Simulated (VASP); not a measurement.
# WSe2 (P6_3/mmc) in VASP: notebook

WSe2 is run at these levels: PBE+D3(BJ); tasks: single point, relaxation of cell and atoms.

Program: VASP 6.6.1. These are calculated values, not measurements. Logs are shortened: lines on timing, memory, paths and dates and some standing lists are left out, and cuts for length are marked.

**What was measured.**

From “Time-resolved XUV ARPES with tunable 24–33 eV laser pulses at 30 meV resolution”, 2019, pmc:6684652, for a bulk crystal of WSe2: band gap 1.3 eV (indirect).

How close the calculation comes is told below.

## 1. The cell of the first run

The structure is hexagonal, space group P6_3/mmc (No. 194). Conventional cell: a = 3.279 Å, b = 3.279 Å, c = 12.788 Å, α = 90.00°, β = 90.00°, γ = 120.00°. Within 3.3 Å of W (site symmetry -6m2) lie 6 Se at 2.53 Å and 6 W at 3.28 Å. Se (site symmetry 3m) has 3 W at 2.53 Å and 7 Se at 3.28 to 3.37 Å within 3.4 Å.

## 2. Single point, PBE+D3(BJ)

File INCAR:

```
SYSTEM = WSe2
PREC     = Accurate       ! precision mode
ENCUT    = 520            ! plane-wave cutoff, eV
EDIFF    = 1E-6           ! SCF threshold, eV
ISMEAR   = 0              ! smearing method
SIGMA    = 0.02           ! smearing width, eV
LREAL    = .FALSE.        ! projectors in reciprocal space
LASPH    = .TRUE.         ! aspherical terms in the spheres
NELM     = 100            ! most SCF steps
ALGO     = Normal         ! electronic algorithm
ISIF     = 2              ! what is computed and relaxed
LWAVE    = .FALSE.        ! write WAVECAR
LCHARG   = .FALSE.        ! write CHGCAR
GGA      = PE             ! functional
IVDW     = 12             ! dispersion correction
NBANDS   = 35             ! bands
```

File KPOINTS:

```
Automatic mesh
0
G
  9 9 2
  0 0 0
```

File POSCAR:

```
WSe2
1.0
    3.2789240634      0.0000000000      0.0000000000
   -1.6394620317      2.8396315360      0.0000000000
    0.0000000000      0.0000000000     12.7882249280
W Se
2 4
Direct
    0.3333333333      0.6666666667      0.2500000000
    0.6666666667      0.3333333333      0.7500000000
    0.3333333333      0.6666666667      0.6182877683
    0.6666666667      0.3333333333      0.1182877683
    0.3333333333      0.6666666667      0.8817122317
    0.6666666667      0.3333333333      0.3817122317
```

Potentials or basis: VASP PAW PBE potentials, release 64 (W_sv, Se).

On the command line:

```
> cat potpaw_PBE.64/W_sv/POTCAR potpaw_PBE.64/Se/POTCAR > POTCAR
> mpirun -np 1 vasp_std > vasp.out
```

OUTCAR:

```text
SYSTEM = WSe2
   PREC = Accurate
   ENCUT = 520
   EDIFF = 1E-6
   ISMEAR = 0
   LREAL = .FALSE.
   LASPH = .TRUE.
   NELM = 100
   ISIF = 2
   GGA = PE
   IVDW = 12
 IVDW          = 12

 ion  position               nearest neighbor table
   1  0.333  0.667  0.250-   4 2.53   6 2.53   4 2.53   6 2.53   4 2.53   6 2.53
   2  0.667  0.333  0.750-   3 2.53   5 2.53   3 2.53   5 2.53   3 2.53   5 2.53
   3  0.333  0.667  0.618-   2 2.53   2 2.53   2 2.53
   4  0.667  0.333  0.118-   1 2.53   1 2.53   1 2.53
   5  0.333  0.667  0.882-   2 2.53   2 2.53   2 2.53
   6  0.667  0.333  0.382-   1 2.53   1 2.53   1 2.53

  LATTYP: Found a hexagonal cell.
 ALAT       =     3.2789240634
 C/A-ratio  =     3.9001284204

  Lattice vectors:

 A1 = (   3.2789240634,   0.0000000000,   0.0000000000)
 A2 = (  -1.6394620317,   2.8396315360,   0.0000000000)
 A3 = (   0.0000000000,   0.0000000000,  12.7882249280)

Analysis of symmetry for initial positions (statically):
=====================================================================
 Subroutine PRICEL returns:
 Original cell was already a primitive cell.

 Routine SETGRP: Setting up the symmetry group for a
 hexagonal supercell.

 Subroutine GETGRP returns: Found 24 space group operations
 (whereof 12 operations were pure point group operations)
 out of a pool of 24 trial point group operations.

The static configuration has the point symmetry D_3d.
 The point group associated with its full space group is D_6h.

Analysis of symmetry for dynamics (positions and initial velocities):
=====================================================================
 Subroutine PRICEL returns:
 Original cell was already a primitive cell.

 Routine SETGRP: Setting up the symmetry group for a
 hexagonal supercell.

 Subroutine GETGRP returns: Found 24 space group operations
 (whereof 12 operations were pure point group operations)
 out of a pool of 24 trial point group operations.

The dynamic configuration has the point symmetry D_3d.
 The point group associated with its full space group is D_6h.

 Subroutine INISYM returns: Found 24 space group operations
 (whereof 12 operations are pure point group operations),
 and found     1 'primitive' translations

----------------------------------------------------------------------------------------

                                     Primitive cell

  volume of cell :     119.0703

  direct lattice vectors                    reciprocal lattice vectors
     3.278924063  0.000000000  0.000000000     0.304978091  0.176079183  0.000000000
    -1.639462032  2.839631536  0.000000000     0.000000000  0.352158365  0.000000000
     0.000000000  0.000000000 12.788224928     0.000000000  0.000000000  0.078196936

  length of vectors
     3.278924063  3.278924063 12.788224928     0.352158365  0.352158365  0.078196936

  position of ions in fractional coordinates (direct lattice)
     0.333333333  0.666666667  0.250000000
     0.666666667  0.333333333  0.750000000
     0.333333333  0.666666667  0.618287768
     0.666666667  0.333333333  0.118287768
     0.333333333  0.666666667  0.881712232
     0.666666667  0.333333333  0.381712232

  ion indices of the primitive-cell ions
   primitive index   ion index
                 1           1
                 2           2
                 3           3
                 4           4
                 5           5
                 6           6

----------------------------------------------------------------------------------------

 KPOINTS: Automatic mesh

Automatic generation of k-mesh.
 Grid dimensions read from file:
 generate k-points for:    9    9    2

 Generating k-lattice:

  Cartesian coordinates                     Fractional coordinates (reciprocal lattice)
     0.033886455  0.019564354  0.000000000     0.111111111 -0.000000000  0.000000000
     0.000000000  0.039128707  0.000000000     0.000000000  0.111111111  0.000000000
     0.000000000  0.000000000  0.039098468     0.000000000  0.000000000  0.500000000

  Length of vectors
     0.039128707  0.039128707  0.039098468

  Shift w.r.t. Gamma in fractional coordinates (k-lattice)
     0.000000000  0.000000000  0.000000000

 Subroutine IBZKPT returns following result:
 ===========================================

 Found     24 irreducible k-points:

 Following reciprocal coordinates:
            Coordinates               Weight
  0.000000  0.000000  0.000000      1.000000
  0.111111  0.000000  0.000000      6.000000
  0.222222  0.000000  0.000000      6.000000
  0.333333  0.000000  0.000000      6.000000
  0.444444  0.000000  0.000000      6.000000
  0.111111  0.111111  0.000000      6.000000
[... 16 lines left out ...]
  0.333333  0.222222  0.500000     12.000000
  0.333333  0.333333  0.500000      2.000000
   k-points           NKPTS =     24   k-points in BZ     NKDIM =     24   number of bands    NBANDS=     35
   number of dos      NEDOS =    301   number of ions     NIONS =      6
   total plane-waves  NPLWV =  55296
   dimension x,y,z NGX =    24 NGY =   24 NGZ =   96
   dimension x,y,z NGXF=    48 NGYF=   48 NGZF=  192
   ions per type =               2   4
   NGX,Y,Z   is equivalent  to a cutoff of  12.17, 12.17, 12.48 a.u.
   NGXF,Y,Z  is equivalent  to a cutoff of  24.34, 24.34, 24.96 a.u.
 SYSTEM =  WSe2
   PREC   = accura    normal or accurate (medium, high low for compatibility)
   ISTART =      0    job   : 0-new  1-cont  2-samecut
   ICHARG =      2    charge: 1-file 2-atom 10-const
   ISPIN  =      1    spin polarized calculation?
   LNONCOLLINEAR =      F non collinear calculations
   LSORBIT =      F    spin-orbit coupling
   LASPH  =      T    aspherical Exc in radial PAW
   ENCUT  =  520.0 eV  38.22 Ry    6.18 a.u.   6.10  6.10 23.78*2*pi/ulx,y,z
   NELM   =    100;   NELMIN=  2; NELMDL= -5     # of ELM steps
   EDIFF  = 0.1E-05   stopping-criterion for ELM
   LREAL  =      F    real-space projection
   EDIFFG = 0.1E-04   stopping-criterion for IOM
   NSW    =      0    number of steps for IOM
   IBRION =     -1    ionic relax: 0-MD 1-quasi-New 2-CG
   NFREE  =      0    steps in history (QN), initial steepest desc. (CG)
   ISIF   =      2    stress and relaxation
   ISYM   =      2    0-nonsym 1-usesym 2-fastsym
   POTIM  = 0.5000    time-step for ionic-motion
   TEBEG  =    0.0;   TEEND  =   0.0 temperature during run
   PSTRESS=    0.0 pullay stress
   NELECT =      52.0000    total number of electrons
   NUPDOWN=      -1.0000    fix difference up-down
   EMIN   =  10.00;   EMAX   =-10.00  energy-range for DOS
   EFERMI =   0.00;   METHOD = LEGACY
   ISMEAR =     0;   SIGMA  =   0.02  broadening in eV -4-tet -1-fermi 0-gaus
   EFERMI_NEDOS =   21; number of points for ismear=-14 and -15
   IALGO  =     38    algorithm
   IMIX   =      4    mixing-type and parameters
     AMIX     =   0.40;   BMIX     =  1.00
     AMIX_MAG =   1.60;   BMIX_MAG =  1.00
  volume/ion in A,a.u.               =      19.85       133.92
  Fermi-wavevector in a.u.,A,eV,Ry     =   1.242057  2.347147 20.989772  1.542705
  Thomas-Fermi vector in A             =   2.376428
   LORBIT       =      0    0 simple, 1 ext, 2 COOP (PROOUT), +10 PAW based schemes
   GGA     = PE    functional components
   LHFCALC =     F    Hartree Fock is set to
   AEXX    =    0.0000 exact exchange contribution
   IVDW    =    12    specifies the selected vdW correction
   LEPSILON=     F    determine dielectric tensor
   LRPA    =     F    only Hartree local field effects (RPA)
 non-spin polarized calculation
 Gauss-broadening in eV      SIGMA  =   0.02
  energy-cutoff  :      520.00
  volume of cell :      119.07
 maximum number of plane-waves:      3246
   NGX = 13   NGY = 13   NGZ = 47

 number of electron      51.9999988 magnetization

 Free energy of the ion-electron system (eV)
  ---------------------------------------------------
  ext. energy  EPLUGINS =         0.00000000
  ---------------------------------------------------
  free energy    TOTEN  =       -43.07723677 eV

  energy without entropy =      -43.07723677  energy(sigma->0) =      -43.07723677

 E-fermi :   6.7127     XC(G=0): -10.8980

 val. band max:        6.5252518192   @ k =   0.0000   0.0000   0.0000
 cond. band min:       7.5177362337   @ k =   0.2222   0.1111   0.0000
 fundamental gap:      0.9924844145
 Fermi energy:         6.7126883188

 k-point     1 :       0.0000    0.0000    0.0000
  band No.  band energies     occupation
      1     -67.8176      2.00000
      2     -67.8175      2.00000
      3     -32.0685      2.00000
      4     -32.0685      2.00000
      5     -31.9311      2.00000
      6     -31.9311      2.00000
[... 27 lines left out ...]
     34       9.4674      0.00000
     35      11.0804      0.00000

 k-point     2 :       0.1111    0.0000    0.0000
  band No.  band energies     occupation
      1     -67.8163      2.00000
      2     -67.8163      2.00000
      3     -32.0631      2.00000
      4     -32.0631      2.00000
      5     -31.9596      2.00000
      6     -31.9596      2.00000
[... 27 lines left out ...]
     34       9.5674      0.00000
     35      12.0361      0.00000

 k-point     3 :       0.2222    0.0000    0.0000
  band No.  band energies     occupation
      1     -67.8131      2.00000
      2     -67.8131      2.00000
      3     -32.0494      2.00000
      4     -32.0494      2.00000
      5     -32.0310      2.00000
      6     -32.0310      2.00000
[... 27 lines left out ...]
     34      10.2110      0.00000
     35      12.8760      0.00000

 k-point     4 :       0.3333    0.0000    0.0000
  band No.  band energies     occupation
      1     -67.8095      2.00000
      2     -67.8095      2.00000
      3     -32.1111      2.00000
      4     -32.1110      2.00000
      5     -32.0338      2.00000
      6     -32.0337      2.00000
[... 27 lines left out ...]
     34      10.6914      0.00000
     35      11.8545      0.00000

 k-point     5 :       0.4444    0.0000    0.0000
  band No.  band energies     occupation
      1     -67.8071      2.00000
      2     -67.8071      2.00000
      3     -32.1627      2.00000
      4     -32.1627      2.00000
      5     -32.0235      2.00000
      6     -32.0235      2.00000
[... 638 lines left out ...]
 k-point    22 :       0.2222    0.2222    0.5000
  band No.  band energies     occupation
      1     -67.8079      2.00000
      2     -67.8079      2.00000
      3     -32.1157      2.00000
      4     -32.1157      2.00000
      5     -32.0269      2.00000
      6     -32.0269      2.00000
[... 27 lines left out ...]
     34      10.7537      0.00000
     35      12.7609      0.00000

 k-point    23 :       0.3333    0.2222    0.5000
  band No.  band energies     occupation
      1     -67.8061      2.00000
      2     -67.8061      2.00000
      3     -32.1343      2.00000
      4     -32.1343      2.00000
      5     -32.0438      2.00000
      6     -32.0438      2.00000
[... 27 lines left out ...]
     34      10.7679      0.00000
     35      12.1923      0.00000

 k-point    24 :       0.3333    0.3333    0.5000
  band No.  band energies     occupation
      1     -67.8055      2.00000
      2     -67.8055      2.00000
      3     -32.1098      2.00000
      4     -32.1098      2.00000
      5     -32.0858      2.00000
      6     -32.0858      2.00000
[... 27 lines left out ...]
     34      10.8507      0.00000
     35      12.7452      0.00000

------------------------ aborting loop because EDIFF is reached ----------------------------------------

 Edisp (eV)   -2.85311

 E8    (eV) :    -1.2726

  FORCE on cell =-STRESS in cart. coord.  units (eV):
  Direction    XX          YY          ZZ          XY          YZ          ZX
  --------------------------------------------------------------------------------------
  -------------------------------------------------------------------------------------
  Total       0.21430     0.21430     0.30142     0.00000     0.00000     0.00000
  in kB       2.88355     2.88355     4.05586     0.00000     0.00000     0.00000
  external pressure =        3.27 kB  Pullay stress =        0.00 kB

 VOLUME and BASIS-vectors are now :
 -----------------------------------------------------------------------------
  energy-cutoff  :      520.00
  volume of cell :      119.07
      direct lattice vectors                 reciprocal lattice vectors
     3.278924063  0.000000000  0.000000000     0.304978091  0.176079183  0.000000000
    -1.639462032  2.839631536  0.000000000     0.000000000  0.352158365  0.000000000
     0.000000000  0.000000000 12.788224928     0.000000000  0.000000000  0.078196936

 POSITION                                       TOTAL-FORCE (eV/Angst)
 -----------------------------------------------------------------------------------
     -0.00000      1.89309      3.19706         0.000000     -0.000000     -0.000000
      1.63946      0.94654      9.59117        -0.000000      0.000000     -0.000000
     -0.00000      1.89309      7.90680         0.000000     -0.000000     -0.048032
      1.63946      0.94654      1.51269        -0.000000      0.000000     -0.048032
     -0.00000      1.89309     11.27553         0.000000     -0.000000      0.048032
      1.63946      0.94654      4.88142        -0.000000      0.000000      0.048032
 -----------------------------------------------------------------------------------
    total drift:                               -0.000000      0.000000     -0.000000

  FREE ENERGIE OF THE ION-ELECTRON SYSTEM (eV)
  ---------------------------------------------------
  free  energy   TOTEN  =       -45.9303486012 eV

  energy  without entropy=      -45.9303486012  energy(sigma->0) =      -45.93034860
```

Run time: 2.5 min. Hardware: 1 thread of Intel Xeon 8259CL, shared host; peak memory 0.28 GiB.

Results:

```yaml
Free_energy: -45.9303 eV
Pressure: 0.3 GPa
Largest_force: 0.048 eV/Å
Band_gap_on_the_k_mesh: 0.99 eV (least direct gap 1.56 eV)
Dispersion_energy_per_atom: -0.476 eV
```

Forces on the atoms (eV/Å):
```
W    0.000  0.000  0.000
W    0.000  0.000  0.000
Se   0.000  0.000 -0.048
Se   0.000  0.000 -0.048
Se   0.000  0.000  0.048
Se   0.000  0.000  0.048
```

Stress tensor (GPa, compression positive):
```
0.29 0.00 0.00
0.00 0.29 0.00
0.00 0.00 0.41
```

Levels at points of the mesh, in eV from the valence-band top:
```tsv
k point	band 23	band 24	band 25	band 26	band 27	band 28	band 29	band 30
(0.00, 0.00, 0.00)	-1.46	-1.20	-0.96	0.00	2.63	2.63	2.68	2.68
(0.00, 0.00, 0.50)	-1.50	-1.50	-0.20	-0.20	2.63	2.63	2.63	2.63
```

Caveat: spin-orbit coupling is left out, which moves the levels of the heavy elements; an odd mesh through Γ misses points on the zone boundary, where band edges can lie.

## 3. Relaxation of cell and atoms, PBE+D3(BJ)

This run uses another cell than the first one, of 20.26 Å³/atom.

File INCAR:

```
SYSTEM = WSe2
PREC = Accurate
ENCUT = 600
EDIFF = 1E-7
ISMEAR = 0
SIGMA = 0.02
LREAL = .FALSE.
LASPH = .TRUE.
NELM = 100
ALGO = Normal
ISIF = 3
LWAVE = .FALSE.
LCHARG = .FALSE.
GGA = PE
IVDW = 12
IBRION = 2
NSW = 100
EDIFFG = -0.002
```

KPOINTS is that of step 2.

File POSCAR:

```
WSe2
1.0
    3.2900000000      0.0000000000      0.0000000000
   -1.6450000000      2.8492235785      0.0000000000
    0.0000000000      0.0000000000     12.9700000000
W Se
2 4
Direct
    0.3333333333      0.6666666667      0.2500000000
    0.6666666667      0.3333333333      0.7500000000
    0.3333333333      0.6666666667      0.6210000000
    0.6666666667      0.3333333333      0.1210000000
    0.3333333333      0.6666666667      0.8790000000
    0.6666666667      0.3333333333      0.3790000000
```

Potentials or basis: VASP PAW PBE potentials, release 64 (W_sv, Se).

On the command line:

```
> cat potpaw_PBE.64/W_sv/POTCAR potpaw_PBE.64/Se/POTCAR > POTCAR
> mpirun -np 1 vasp_std > vasp.out
```

Run time: 22 min. Hardware: 1 thread of Intel Xeon 8259CL, shared host; peak memory 0.36 GiB.

It converged, with:

- Free energy: -45.9317 eV
- Relaxed volume: 19.88 Å³/atom
- Relaxed cell: a = 3.281 Å, b = 3.281 Å, c = 12.797 Å, α = 90.00°, β = 90.00°, γ = 120.00°
- Space group after relaxing (to 0.1 Å): P6_3/mmc (No. 194)
- Energy gained by relaxing: 1.9 meV/atom
- Ionic steps: 11
- Pressure after relaxing: 0.0 GPa
- Band gap on the k mesh: 0.99 eV (least direct gap 1.56 eV)
- Dispersion energy per atom: -0.475 eV

Step by step:
```tsv
step	energy change (eV)	largest force (eV/Å)	pressure (GPa)	volume (Å³)
1	0.0000	0.2218	0.25	121.58
2	0.0000	0.1182	-1.41	122.15
3	-0.0034	0.0497	-0.59	121.86
4	-0.0061	0.0516	0.00	120.88
5	-0.0061	0.0517	0.07	120.77
6	-0.0080	0.0407	0.05	120.46
7	-0.0114	0.0075	0.02	119.55
8	-0.0116	0.0050	0.01	119.22
9	-0.0116	0.0037	0.02	119.25
10	-0.0116	0.0033	-0.02	119.33
11	-0.0116	0.0002	-0.01	119.30
```

Final structure:
```yaml
crystal:
  lattice:
    - [3.28099, 0.00000, 0.00000]
    - [-1.64050, 2.84142, 0.00000]
    - [0.00000, 0.00000, 12.79659]
  atoms:
    - { symbol: W, position: [0.33333, 0.66667, 0.25000] }
    - { symbol: W, position: [0.66667, 0.33333, 0.75000] }
    - { symbol: Se, position: [0.33333, 0.66667, 0.61822] }
    - { symbol: Se, position: [0.66667, 0.33333, 0.11822] }
    - { symbol: Se, position: [0.33333, 0.66667, 0.88178] }
    - { symbol: Se, position: [0.66667, 0.33333, 0.38178] }
```

Levels at points of the mesh, in eV from the valence-band top:
| k point | band 24 | band 25 | band 26 | band 27 | band 28 | band 29 |
| --- | --- | --- | --- | --- | --- | --- |
| (0.00, 0.00, 0.00) | -1.19 | -0.96 | 0.00 | 2.63 | 2.63 | 2.68 |
| (0.00, 0.00, 0.50) | -1.49 | -0.20 | -0.20 | 2.62 | 2.62 | 2.62 |

Caveat: spin-orbit coupling is left out, which moves the levels of the heavy elements; an odd mesh through Γ misses points on the zone boundary, where band edges can lie.

## 4. Against experiment

Step 2. Measured gap of WSe2: 1.3 eV (indirect; “Time-resolved XUV ARPES with tunable 24–33 eV laser pulses at 30 meV resolution”, 2019, pmc:6684652). This calculation gives 0.99 eV (-0.31 eV). Spin-orbit coupling on Se, W is left out. The value is that of PBE+D3(BJ) on a finite k mesh, which can miss the band edges, without temperature or zero-point motion. Semilocal functionals fall short of measured gaps as a rule.
